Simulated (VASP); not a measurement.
# MnO (P6_3mc) in VASP: a series of runs

Runs on MnO. Level: PBE. Tasks: single point.

Program: VASP 6.6.1. These are calculated values, not measurements. Logs are shortened: lines on timing, memory, paths and dates and some standing lists are left out, and cuts for length are marked.

### 1 The cell of the first run

Symmetry: P6_3mc, No. 186, hexagonal system. The conventional cell has a = 3.372 Å, b = 3.372 Å, c = 5.386 Å, α = 90.00°, β = 90.00°, γ = 120.00°. Within 2.6 Å of Mn (site symmetry 3m) lie 4 O at 1.96 to 2.08 Å. O (site symmetry 3m) has 4 Mn at 1.96 to 2.08 Å within 2.6 Å.

### 2 Single point, PBE, collinear spin, ferromagnetic start

The input, INCAR:

```
SYSTEM = MnO
ALGO = Normal ; EDIFF = 1E-6
ENCUT = 520 ; GGA = PE
ISIF = 2 ; ISMEAR = 0
ISPIN = 2 ; LASPH = .True.
LCHARG = .False. ; LMAXMIX = 4
LORBIT = 11 ; LREAL = .False.
LWAVE = .False. ; MAGMOM = 4.22 4.22 0.25 0.25
NBANDS = 31 ; NELM = 150
PREC = Accurate ; SIGMA = 0.1
```

The input, KPOINTS:

```
k-points
0
Gamma
  12 12 8
  0 0 0
```

The input, POSCAR:

```
MnO
1.0
    3.3717009293      0.0000000000      0.0000000000
   -1.6858504646      2.9199786587      0.0000000000
    0.0000000000      0.0000000000      5.3855000000
Mn O
2 2
Direct
    0.3333333333      0.6666666667      0.0109600000
    0.6666666667      0.3333333333      0.5109600000
    0.3333333333      0.6666666667      0.3754700000
    0.6666666667      0.3333333333      0.8754700000
```

Potentials or basis: VASP PAW PBE potentials, release 64 (Mn_pv, O).

Started as:

```
$ cat potpaw_PBE.64/Mn_pv/POTCAR potpaw_PBE.64/O/POTCAR > POTCAR
$ mpirun -np 1 vasp_std > vasp.out
```

OUTCAR:

```text
SYSTEM = MnO
   EDIFF = 1E-6
   ENCUT = 520
   GGA = PE
   ISIF = 2
   ISMEAR = 0
   ISPIN = 2
   LASPH = .True.
   LORBIT = 11
   LREAL = .False.
   NELM = 150
   PREC = Accurate

 ion  position               nearest neighbor table
   1  0.333  0.667  0.011-   3 1.96   4 2.08   4 2.08   4 2.08
   2  0.667  0.333  0.511-   4 1.96   3 2.08   3 2.08   3 2.08
   3  0.333  0.667  0.375-   1 1.96   2 2.08   2 2.08   2 2.08
   4  0.667  0.333  0.875-   2 1.96   1 2.08   1 2.08   1 2.08

  LATTYP: Found a hexagonal cell.
 ALAT       =     3.3717009293
 C/A-ratio  =     1.5972650342

  Lattice vectors:

 A1 = (   3.3717009293,   0.0000000000,   0.0000000000)
 A2 = (  -1.6858504646,   2.9199786587,   0.0000000000)
 A3 = (   0.0000000000,   0.0000000000,   5.3855000000)

Analysis of symmetry for initial positions (statically):
=====================================================================
 Subroutine PRICEL returns:
 Original cell was already a primitive cell.

 Routine SETGRP: Setting up the symmetry group for a
 hexagonal supercell.

 Subroutine GETGRP returns: Found 12 space group operations
 (whereof  6 operations were pure point group operations)
 out of a pool of 24 trial point group operations.

The static configuration has the point symmetry C_3v.
 The point group associated with its full space group is C_6v.

Analysis of symmetry for dynamics (positions and initial velocities):
=====================================================================
 Subroutine PRICEL returns:
 Original cell was already a primitive cell.

 Routine SETGRP: Setting up the symmetry group for a
 hexagonal supercell.

 Subroutine GETGRP returns: Found 12 space group operations
 (whereof  6 operations were pure point group operations)
 out of a pool of 24 trial point group operations.

The dynamic configuration has the point symmetry C_3v.
 The point group associated with its full space group is C_6v.

Analysis of structural, dynamic, and magnetic symmetry:
=====================================================================
 Subroutine PRICEL returns:
 Original cell was already a primitive cell.

 Routine SETGRP: Setting up the symmetry group for a
 hexagonal supercell.

 Subroutine GETGRP returns: Found 12 space group operations
 (whereof  6 operations were pure point group operations)
 out of a pool of 24 trial point group operations.

The overall configuration has the point symmetry C_3v.
 The point group associated with its full space group is C_6v.

 Subroutine INISYM returns: Found 12 space group operations
 (whereof  6 operations are pure point group operations),
 and found     1 'primitive' translations

----------------------------------------------------------------------------------------

                                     Primitive cell

  volume of cell :      53.0218

  direct lattice vectors                    reciprocal lattice vectors
     3.371700929  0.000000000  0.000000000     0.296586210  0.171234128  0.000000000
    -1.685850465  2.919978659  0.000000000     0.000000000  0.342468256  0.000000000
     0.000000000  0.000000000  5.385500000     0.000000000  0.000000000  0.185683781

  length of vectors
     3.371700929  3.371700929  5.385500000     0.342468256  0.342468256  0.185683781

  position of ions in fractional coordinates (direct lattice)
     0.333333333  0.666666667  0.010960000
     0.666666667  0.333333333  0.510960000
     0.333333333  0.666666667  0.375470000
     0.666666667  0.333333333  0.875470000

  ion indices of the primitive-cell ions
   primitive index   ion index
                 1           1
                 2           2
                 3           3
                 4           4

----------------------------------------------------------------------------------------

 KPOINTS: k-points

Automatic generation of k-mesh.
 Grid dimensions read from file:
 generate k-points for:   12   12    8

 Generating k-lattice:

  Cartesian coordinates                     Fractional coordinates (reciprocal lattice)
     0.024715518  0.014269511  0.000000000     0.083333333 -0.000000000  0.000000000
     0.000000000  0.028539021  0.000000000     0.000000000  0.083333333  0.000000000
     0.000000000  0.000000000  0.023210473     0.000000000  0.000000000  0.125000000

  Length of vectors
     0.028539021  0.028539021  0.023210473

  Shift w.r.t. Gamma in fractional coordinates (k-lattice)
     0.000000000  0.000000000  0.000000000

 Subroutine IBZKPT returns following result:
 ===========================================

 Found     95 irreducible k-points:

 Following reciprocal coordinates:
            Coordinates               Weight
  0.000000  0.000000  0.000000      1.000000
  0.083333  0.000000  0.000000      6.000000
  0.166667 -0.000000  0.000000      6.000000
  0.250000  0.000000  0.000000      6.000000
  0.333333  0.000000  0.000000      6.000000
  0.416667 -0.000000  0.000000      6.000000
[... 16 lines left out ...]
  0.250000  0.000000  0.125000     12.000000
  0.333333  0.000000  0.125000     12.000000
 [... further k-points ...]
   k-points           NKPTS =     95   k-points in BZ     NKDIM =     95   number of bands    NBANDS=     31
   number of dos      NEDOS =    301   number of ions     NIONS =      4
   total plane-waves  NPLWV =  31360
   dimension x,y,z NGX =    28 NGY =   28 NGZ =   40
   dimension x,y,z NGXF=    56 NGYF=   56 NGZF=   80
   ions per type =               2   2
   NGX,Y,Z   is equivalent  to a cutoff of  13.81, 13.81, 12.35 a.u.
   NGXF,Y,Z  is equivalent  to a cutoff of  27.61, 27.61, 24.70 a.u.
 SYSTEM =  MnO
   PREC   = accura    normal or accurate (medium, high low for compatibility)
   ISTART =      0    job   : 0-new  1-cont  2-samecut
   ICHARG =      2    charge: 1-file 2-atom 10-const
   ISPIN  =      2    spin polarized calculation?
   LNONCOLLINEAR =      F non collinear calculations
   LSORBIT =      F    spin-orbit coupling
   LASPH  =      T    aspherical Exc in radial PAW
   ENCUT  =  520.0 eV  38.22 Ry    6.18 a.u.   6.27  6.27 10.01*2*pi/ulx,y,z
   NELM   =    150;   NELMIN=  2; NELMDL= -5     # of ELM steps
   EDIFF  = 0.1E-05   stopping-criterion for ELM
   LREAL  =      F    real-space projection
   EDIFFG = 0.1E-04   stopping-criterion for IOM
   NSW    =      0    number of steps for IOM
   IBRION =     -1    ionic relax: 0-MD 1-quasi-New 2-CG
   NFREE  =      0    steps in history (QN), initial steepest desc. (CG)
   ISIF   =      2    stress and relaxation
   ISYM   =      2    0-nonsym 1-usesym 2-fastsym
   POTIM  = 0.5000    time-step for ionic-motion
   TEBEG  =    0.0;   TEEND  =   0.0 temperature during run
   PSTRESS=    0.0 pullay stress
   NELECT =      38.0000    total number of electrons
   NUPDOWN=      -1.0000    fix difference up-down
   EMIN   =  10.00;   EMAX   =-10.00  energy-range for DOS
   EFERMI =   0.00;   METHOD = LEGACY
   ISMEAR =     0;   SIGMA  =   0.10  broadening in eV -4-tet -1-fermi 0-gaus
   EFERMI_NEDOS =   21; number of points for ismear=-14 and -15
   IALGO  =     38    algorithm
   IMIX   =      4    mixing-type and parameters
     AMIX     =   0.40;   BMIX     =  1.00
     AMIX_MAG =   1.60;   BMIX_MAG =  1.00
  volume/ion in A,a.u.               =      13.26        89.45
  Fermi-wavevector in a.u.,A,eV,Ry     =   1.465045  2.768535 29.202978  2.146358
  Thomas-Fermi vector in A             =   2.580949
   LORBIT       =     11    0 simple, 1 ext, 2 COOP (PROOUT), +10 PAW based schemes
   GGA     = PE    functional components
   LHFCALC =     F    Hartree Fock is set to
   AEXX    =    0.0000 exact exchange contribution
   IVDW    =     0    specifies the selected vdW correction
   LEPSILON=     F    determine dielectric tensor
   LRPA    =     F    only Hartree local field effects (RPA)
 spin polarized calculation
 Gauss-broadening in eV      SIGMA  =   0.10
  energy-cutoff  :      520.00
  volume of cell :       53.02
 maximum number of plane-waves:      1448
 NGX is ok and might be reduce to    28
   NGX = 13   NGY = 13   NGZ = 21

 number of electron      38.0000000 magnetization      10.0009059

 number of electron      38.0000000 magnetization       9.9975956

 Free energy of the ion-electron system (eV)
  ---------------------------------------------------
  ext. energy  EPLUGINS =         0.00000000
  ---------------------------------------------------
  free energy    TOTEN  =       -32.77617115 eV

  energy without entropy =      -32.77504008  energy(sigma->0) =      -32.77560561

 E-fermi :   5.9066     XC(G=0): -10.5829

 val. band max:        5.8855274364   @ k =   0.0000   0.0000   0.0000
 cond. band min:       5.9565307109   @ k =   0.0000   0.0000   0.0000
 fundamental gap:      0.0710032745
 Fermi energy:         5.9066228200

 spin component 1

 k-point     1 :       0.0000    0.0000    0.0000
  band No.  band energies     occupation
      1     -44.7185      1.00000
      2     -44.7185      1.00000
      3     -44.7156      1.00000
      4     -44.7127      1.00000
      5     -44.7127      1.00000
      6     -44.6785      1.00000
[... 805 lines left out ...]
     30      16.2880      0.00000
     31      17.2798      0.00000

 [... further k-points ...]

 spin component 2

 k-point     1 :       0.0000    0.0000    0.0000
  band No.  band energies     occupation
      1     -40.0091      1.00000
      2     -39.9838      1.00000
      3     -39.9838      1.00000
      4     -39.9761      1.00000
      5     -39.9761      1.00000
      6     -39.9588      1.00000
[... 805 lines left out ...]
     30      18.0058      0.00000
     31      18.7701      0.00000

 [... further k-points ...]

------------------------ aborting loop because EDIFF is reached ----------------------------------------

  FORCE on cell =-STRESS in cart. coord.  units (eV):
  Direction    XX          YY          ZZ          XY          YZ          ZX
  --------------------------------------------------------------------------------------
  -------------------------------------------------------------------------------------
  Total        1.2590467      1.2590467      4.0142867      0.0000000      0.0000000      0.0000000
  in kB       38.0450068     38.0450068    121.3009549      0.0000000      0.0000000      0.0000000
  external PRESSURE =      65.7969895 kB  Pullay stress =       0.0000000 kB

 VOLUME and BASIS-vectors are now :
 -----------------------------------------------------------------------------
  energy-cutoff  :      520.00
  volume of cell :       53.02
      direct lattice vectors                 reciprocal lattice vectors
     3.371700929  0.000000000  0.000000000     0.296586210  0.171234128  0.000000000
    -1.685850465  2.919978659  0.000000000     0.000000000  0.342468256  0.000000000
     0.000000000  0.000000000  5.385500000     0.000000000  0.000000000  0.185683781

 POSITION                                       TOTAL-FORCE (eV/Angst)
 -----------------------------------------------------------------------------------
     -0.00000      1.94665      0.05903         0.000000      0.000000     -0.658543
      1.68585      0.97333      2.75178        -0.000000      0.000000     -0.658543
     -0.00000      1.94665      2.02209        -0.000000     -0.000000      0.658543
      1.68585      0.97333      4.71484         0.000000     -0.000000      0.658543
 -----------------------------------------------------------------------------------
    total drift:                               -0.000000     -0.000000      0.001222

  FREE ENERGIE OF THE ION-ELECTRON SYSTEM (eV)
  ---------------------------------------------------
  free  energy   TOTEN  =       -32.7761711477 eV

  energy  without entropy=      -32.7750400761  energy(sigma->0) =      -32.77560561

 total charge

# of ion       s       p       d       tot
------------------------------------------
    1        0.241   6.231   4.957  11.428
    2        0.241   6.231   4.957  11.428
    3        1.555   3.463   0.000   5.018
    4        1.555   3.463   0.000   5.018
--------------------------------------------------
tot          3.593  19.387   9.914  32.893

 magnetization (x)

# of ion       s       p       d       tot
------------------------------------------
    1        0.038   0.063   4.313   4.414
    2        0.038   0.063   4.313   4.414
    3        0.020   0.185   0.000   0.205
    4        0.020   0.185   0.000   0.205
--------------------------------------------------
tot          0.116   0.497   8.626   9.239
```

Run time: 4.8 min. Hardware: 1 thread of Intel Xeon Platinum 8259CL at 2.50GHz (Skylake/Cascade Lake), shared host; peak memory 0.34 GiB.

What came out:

```
Free energy                                           : -32.7762 eV
Pressure                                              : 6.6 GPa
Largest force                                         : 0.659 eV/Å
Band gap on the k mesh                                : zero (filled and empty bands overlap)
Net moment                                            : 10.00 μB per cell
Site moments                                          : Mn +4.41; O +0.20 μB
Valence electrons inside the program's atomic spheres : Mn 11.43; O 5.02
```

Forces in eV/Å, atoms in the order of the input:
```
Mn   0.000  0.000 -0.659
Mn   0.000  0.000 -0.659
O    0.000  0.000  0.659
O    0.000  0.000  0.659
```

Levels at points of the mesh, in eV from the Fermi level:
Spin up:
```
           k point  band 22  band 23  band 24  band 25  band 26  band 27
(0.00, 0.00, 0.00)    -1.09    -0.02    -0.02     0.05     3.72     5.57
(0.50, 0.00, 0.00)    -1.91    -0.88    -0.75     3.89     4.28     5.81
(0.00, 0.00, 0.50)    -0.58    -0.58    -0.58     1.22     1.22     8.42
(0.50, 0.00, 0.50)    -1.33    -1.24    -1.24     3.87     3.87     6.13
```
Spin down:
| k point | band 11 | band 12 | band 13 | band 14 | band 15 | band 16 | band 17 | band 18 |
| --- | --- | --- | --- | --- | --- | --- | --- | --- |
| (0.00, 0.00, 0.00) | -4.95 | -4.95 | -4.74 | -4.74 | -0.09 | 0.95 | 0.95 | 1.09 |
| (0.50, 0.00, 0.00) | -5.37 | -4.94 | -4.86 | -4.67 | 0.41 | 0.44 | 1.23 | 1.49 |
| (0.00, 0.00, 0.50) | -4.86 | -4.86 | -4.86 | -4.86 | 1.42 | 1.42 | 1.42 | 1.42 |
| (0.50, 0.00, 0.50) | -4.95 | -4.95 | -4.77 | -4.77 | 0.91 | 0.91 | 1.51 | 1.51 |

Caveat: semilocal functionals often make such compounds metallic where correlation or magnetic order opens a gap, which also shifts bond lengths; only a ferromagnetic start was run, and an antiferromagnetic order may lie lower in energy. With open d or f shells a metallic result of PBE can be an artefact of self-interaction; +U or a hybrid may open a gap.

(Part 1 of 2 ends here.)
